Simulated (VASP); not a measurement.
# Pt (Im-3m) in VASP: settings compared

Pt is run at these levels: PBE, HSE06; tasks: single point.

All numbers are computed with VASP 6.6.1; they aren't measurements. Logs are shortened: lines on timing, memory, paths and dates and some standing lists are left out, and cuts for length are marked.

## Step 1: The cell of the first run

The structure is cubic, space group Im-3m (No. 229). Conventional cell: a = 3.168 Å, b = 3.168 Å, c = 3.168 Å, α = 90.00°, β = 90.00°, γ = 90.00°. Within 3.6 Å of Pt (site symmetry m-3m) lie 14 Pt at 2.74 to 3.17 Å.

This isn't the form of Pt at room conditions, which is fcc.

## Step 2: Single point, PBE

File INCAR:

```
SYSTEM = Pt
GGA = PE ; ISMEAR = 1
SIGMA = 0.1 ; LWAVE = .False.
LCHARG = .False. ; ISIF = 2
PREC = Accurate ; LASPH = .True.
LREAL = .False. ; ALGO = Normal
EDIFF = 1E-6 ; NELM = 120
GGA_COMPAT = .False. ; ENCUT = 400
```

File KPOINTS:

```
k-points
0
Gamma
  15 15 15
```

File POSCAR:

```
Pt
1.0
   -1.5842200000      1.5842200000      1.5842200000
    1.5842200000     -1.5842200000      1.5842200000
    1.5842200000      1.5842200000     -1.5842200000
Pt
1
Direct
    0.0000000000      0.0000000000      0.0000000000
```

Potentials or basis: VASP PAW PBE potentials, release 64 (Pt).

Started as:

```
cat potpaw_PBE.64/Pt/POTCAR > POTCAR
mpirun -np 1 vasp_std > vasp.out
```

OUTCAR:

```text
SYSTEM = Pt
   GGA = PE
   ISMEAR = 1
   ISIF = 2
   PREC = Accurate
   LASPH = .True.
   LREAL = .False.
   EDIFF = 1E-6
   NELM = 120
   ENCUT = 400

 Found    120 irreducible k-points:

 Following reciprocal coordinates:
            Coordinates               Weight
  0.000000  0.000000  0.000000      1.000000
  0.066667  0.000000  0.000000     12.000000
  0.133333  0.000000  0.000000     12.000000
  0.200000  0.000000  0.000000     12.000000
  0.266667  0.000000  0.000000     12.000000
  0.333333  0.000000  0.000000     12.000000
   k-points           NKPTS =    120   k-points in BZ     NKDIM =    120   number of bands    NBANDS=      9
   number of dos      NEDOS =    301   number of ions     NIONS =      1
   total plane-waves  NPLWV =   5832
   dimension x,y,z NGX =    18 NGY =   18 NGZ =   18
   dimension x,y,z NGXF=    36 NGYF=   36 NGZF=   36
   ions per type =               1
   NGX,Y,Z   is equivalent  to a cutoff of  10.91, 10.91, 10.91 a.u.
   NGXF,Y,Z  is equivalent  to a cutoff of  21.81, 21.81, 21.81 a.u.
 SYSTEM =  Pt
   PREC   = accura    normal or accurate (medium, high low for compatibility)
   ISTART =      0    job   : 0-new  1-cont  2-samecut
   ICHARG =      2    charge: 1-file 2-atom 10-const
   ISPIN  =      1    spin polarized calculation?
   LNONCOLLINEAR =      F non collinear calculations
   LSORBIT =      F    spin-orbit coupling
   LASPH  =      T    aspherical Exc in radial PAW
   ENCUT  =  400.0 eV  29.40 Ry    5.42 a.u.   4.47  4.47  4.47*2*pi/ulx,y,z
   NELM   =    120;   NELMIN=  2; NELMDL= -5     # of ELM steps
   EDIFF  = 0.1E-05   stopping-criterion for ELM
   LREAL  =      F    real-space projection
   EDIFFG = 0.1E-04   stopping-criterion for IOM
   NSW    =      0    number of steps for IOM
   IBRION =     -1    ionic relax: 0-MD 1-quasi-New 2-CG
   NFREE  =      0    steps in history (QN), initial steepest desc. (CG)
   ISIF   =      2    stress and relaxation
   ISYM   =      2    0-nonsym 1-usesym 2-fastsym
   POTIM  = 0.5000    time-step for ionic-motion
   TEBEG  =    0.0;   TEEND  =   0.0 temperature during run

   SCALEE = 1.0000    scale energy and forces
   PSTRESS=    0.0 pullay stress
   NELECT =      10.0000    total number of electrons
   NUPDOWN=      -1.0000    fix difference up-down
   EMIN   =  10.00;   EMAX   =-10.00  energy-range for DOS
   EFERMI =   0.00;   METHOD = LEGACY
   ISMEAR =     1;   SIGMA  =   0.10  broadening in eV -4-tet -1-fermi 0-gaus
   EFERMI_NEDOS =   21; number of points for ismear=-14 and -15
   IALGO  =     38    algorithm
   IMIX   =      4    mixing-type and parameters
     AMIX     =   0.40;   BMIX     =  1.00
     AMIX_MAG =   1.60;   BMIX_MAG =  1.00
  volume/ion in A,a.u.               =      15.90       107.33
  Fermi-wavevector in a.u.,A,eV,Ry     =   1.402510  2.650360 26.763132  1.967035
  Thomas-Fermi vector in A             =   2.525265
   LORBIT       =      0    0 simple, 1 ext, 2 COOP (PROOUT), +10 PAW based schemes
   GGA     = PE    functional components
   LHFCALC =     F    Hartree Fock is set to
   AEXX    =    0.0000 exact exchange contribution
   IVDW    =     0    specifies the selected vdW correction
   LEPSILON=     F    determine dielectric tensor
   LRPA    =     F    only Hartree local field effects (RPA)

   CSHIFT  =0.1000    complex shift for real part using Kramers Kronig

   OMEGAMAX=  -1.0    maximum frequency
 non-spin polarized calculation
 Methfessel and Paxton  Order N= 1 SIGMA  =   0.10
  energy-cutoff  :      400.00
  volume of cell :       15.90
 maximum number of plane-waves:       321
 NGX is ok and might be reduce to    18
   NGX =  9   NGY =  9   NGZ =  9

 number of electron      10.0000004 magnetization

 Free energy of the ion-electron system (eV)
  ---------------------------------------------------
  ext. energy  EPLUGINS =         0.00000000
  ---------------------------------------------------
  free energy    TOTEN  =        -6.01072334 eV

  energy without entropy =       -6.01041861  energy(sigma->0) =       -6.01062176

 E-fermi :  10.1163     XC(G=0): -13.1649

 val. band max:       10.1009139765   @ k =   0.4667   0.0667  -0.0000
 cond. band min:      10.1314602015   @ k =  -0.4000   0.4000   0.4000
 fundamental gap:      0.0305462250
 Fermi energy:        10.1162982929

 k-point     1 :       0.0000    0.0000    0.0000
  band No.  band energies     occupation
      1       0.6546      2.00000
      2       6.6371      2.00000
      3       6.6371      2.00000
      4       6.6371      2.00000
      5       9.0966      2.00000
      6       9.0966      2.00000
      7      27.1846      0.00000
      8      27.1846      0.00000
      9      27.1846      0.00000

 k-point     2 :       0.0667    0.0000    0.0000
  band No.  band energies     occupation
      1       0.8344      2.00000
      2       6.5672      2.00000
      3       6.6372      2.00000
      4       6.7801      2.00000
      5       9.0068      2.00000
      6       9.1013      2.00000
      7      27.2662      0.00000
      8      27.3209      0.00000
      9      27.4476      0.00000

 k-point     3 :       0.1333    0.0000    0.0000
  band No.  band energies     occupation
      1       1.3516      2.00000
      2       6.3751      2.00000
      3       6.6240      2.00000
      4       7.1997      2.00000
      5       8.8129      2.00000
      6       9.1187      2.00000
      7      27.3277      0.00000
      8      27.3743      0.00000
      9      28.2100      0.00000

 k-point     4 :       0.2000    0.0000    0.0000
  band No.  band energies     occupation
      1       2.1225      2.00000
      2       6.1052      2.00000
      3       6.6049      2.00000
      4       7.8653      2.00000
      5       8.6758      2.00000
      6       9.1552      2.00000
      7      26.2592      0.00000
      8      26.8722      0.00000
      9      29.3952      0.00000

 k-point     5 :       0.2667    0.0000    0.0000
  band No.  band energies     occupation
      1       2.9381      2.00000
      2       5.8126      2.00000
      3       6.7551      2.00000
      4       8.6917      2.00000
      5       8.7181      2.00000
      6       9.2141      2.00000
      7      23.8481      0.00000
      8      25.8369      0.00000
      9      30.8884      0.00000

 k-point     6 :       0.3333    0.0000    0.0000
  band No.  band energies     occupation
      1       3.4568      2.00000
      2       5.5479      2.00000
      3       7.4316      2.00000
      4       8.8377      2.00000
      5       9.2886      2.00000
      6       9.6554      2.00000
      7      21.0823      0.00000
      8      24.7256      0.00000
      9      28.7526      0.00000

 [... further k-points ...]

------------------------ aborting loop because EDIFF is reached ----------------------------------------

  FORCE on cell =-STRESS in cart. coord.  units (eV):
  Direction    XX          YY          ZZ          XY          YZ          ZX
  --------------------------------------------------------------------------------------
  -------------------------------------------------------------------------------------
  Total       -0.1709833     -0.1709833     -0.1709833      0.0000000      0.0000000      0.0000000
  in kB      -17.2249479    -17.2249479    -17.2249479      0.0000000      0.0000000      0.0000000
  external PRESSURE =     -17.2249479 kB  Pullay stress =       0.0000000 kB

 VOLUME and BASIS-vectors are now :
 -----------------------------------------------------------------------------
  energy-cutoff  :      400.00
  volume of cell :       15.90
      direct lattice vectors                 reciprocal lattice vectors
    -1.584220000  1.584220000  1.584220000     0.000000000  0.315612731  0.315612731
     1.584220000 -1.584220000  1.584220000     0.315612731  0.000000000  0.315612731
     1.584220000  1.584220000 -1.584220000     0.315612731  0.315612731  0.000000000

 POSITION                                       TOTAL-FORCE (eV/Angst)
 -----------------------------------------------------------------------------------
      0.00000      0.00000      0.00000         0.000000      0.000000      0.000000
 -----------------------------------------------------------------------------------
    total drift:                                0.000000      0.000000      0.000000

  FREE ENERGIE OF THE ION-ELECTRON SYSTEM (eV)
  ---------------------------------------------------
  free  energy   TOTEN  =        -6.0107233389 eV

  energy  without entropy=       -6.0104186124  energy(sigma->0) =       -6.01062176
```

It took 7.6 s on 1 thread of Intel Xeon Platinum 8259CL at 2.50GHz (Skylake/Cascade Lake), shared host; peak memory 0.12 GiB.

Results:

```
Free energy            : -6.0107 eV
Pressure               : -1.7 GPa
Band gap on the k mesh : zero (bands 5 and 6 overlap by 2.06 eV)
```

Levels at points of the mesh, in eV from the Fermi level:
```tsv
k point	band 2	band 3	band 4	band 5	band 6	band 7	band 8	band 9
(0.00, 0.00, 0.00)	-3.48	-3.48	-3.48	-1.02	-1.02	17.07	17.07	17.07
```

Caveat: spin-orbit coupling is left out, which moves the levels of the heavy elements.

## Step 3: Single point, HSE06

This run uses another cell than the first one, of 15.27 Å³/atom.

File POSCAR:

```
Pt
1.0
   -1.5628089970      1.5628089970      1.5628089970
    1.5628089970     -1.5628089970      1.5628089970
    1.5628089970      1.5628089970     -1.5628089970
Pt
1
Direct
    0.0000000000      0.0000000000      0.0000000000
```

File INCAR.step1:

```
SYSTEM = Pt
PREC = Accurate
ENCUT = 520
EDIFF = 1E-5
ISMEAR = -1
SIGMA = 0.05
LREAL = .FALSE.
LASPH = .TRUE.
NELM = 80
ALGO = Normal
ISIF = 2
LWAVE = .TRUE.
LCHARG = .FALSE.
NBANDS = 11
GGA = PE
```

File INCAR.step2:

```
SYSTEM = Pt
PREC = Accurate
ENCUT = 520
EDIFF = 1E-6
ISMEAR = -1
SIGMA = 0.05
LREAL = .FALSE.
LASPH = .TRUE.
NELM = 80
ALGO = Normal
ISIF = 2
LWAVE = .FALSE.
LCHARG = .FALSE.
GGA = PE
LHFCALC = .TRUE.
HFSCREEN = 0.2079
PRECFOCK = Normal
NBANDS = 11
ISTART = 1
```

File KPOINTS:

```
regular mesh
0
G
  8 8 8
  0 0 0
```

Potentials or basis: VASP PAW PBE potentials, release 64 (Pt).

Started as:

```
cat potpaw_PBE.64/Pt/POTCAR > POTCAR
cp INCAR.step1 INCAR
mpirun -np 1 vasp_std > vasp.out
cp INCAR.step2 INCAR
mpirun -np 1 vasp_std > vasp.out
```

Run time: 28 min. Hardware: 1 thread of Intel Xeon Platinum 8259CL at 2.50GHz (Skylake/Cascade Lake), shared host; peak memory 0.24 GiB.

Results (log left out):

```
Free energy            : -6.7916 eV
Pressure               : 2.6 GPa
Band gap on the k mesh : zero (bands 5 and 6 overlap by 3.01 eV)
```

Levels at points of the mesh, in eV from the Fermi level:
```
           k point  band 1  band 2  band 3  band 4  band 5  band 6  band 7  band 8  band 9  band 10
(0.00, 0.00, 0.00)  -10.72   -4.32   -4.32   -4.32   -1.85   -1.85   18.38   18.38   18.38    29.08
(0.50, 0.00, 0.00)   -7.82   -5.99   -1.92   -1.38    0.31    1.28    7.71   14.42   17.58    25.83
(0.50, 0.50, 0.50)   -7.53   -7.53    0.56    0.56    0.56    8.65    8.65    8.65   15.00    20.87
```

Caveat: the PAW data sets were made with another functional, which shifts forces and pressure a little; spin-orbit coupling is left out, which moves the levels of the heavy elements.
